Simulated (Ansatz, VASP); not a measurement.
WO in VASP and in Ansatz

```
CELL_PARAMETERS angstrom
0.00000 2.41259 2.41259
2.41259 0.00000 2.41259
2.41259 2.41259 0.00000
ATOMIC_POSITIONS crystal
W 0.00000 0.00000 0.00000
O 0.25000 0.25000 0.25000
```

Alike in both runs: functional PBE; k mesh 8 × 8 × 8; occupations gaussian, width 0.1 eV; collinear spin; Hubbard terms W d U = 6.2 eV.

Ansatz relaxed the structure, and its values are those at the end. VASP's run is a single point on that final structure, the one shown.

|  | VASP | Ansatz |
| --- | --- | --- |
| version | VASP 6.6.1 | Ansatz 0.2.0 |
| potentials or method | VASP PAW PBE potentials, release 64 (W_sv, O), cutoff 520 eV | scalar-relativistic, plane waves, PAW |
| valence electrons in the cell | 20 | 20 |

VASP gave:

* gap on the k mesh at the Fermi level (eV): 0.64
* least direct gap on the mesh (eV): 1.02
* pressure (GPa): 5.9
* net moment per atom (μB): 1.00
* size of the moment on the site where the two differ most (μB): 1.72

Estimate Ansatz's values.

gap on the k mesh at the Fermi level (eV): 1.13; least direct gap on the mesh (eV): 1.42; pressure (GPa): 0.1; net moment per atom (μB): 1.00; size of the moment on the site where the two differ most (μB): 1.03.

Site moments also hang on the region over which each program counts them. The programs project onto different local orbitals, so the same U acts differently, and such runs can settle in different states.

Spin-orbit coupling is off throughout.
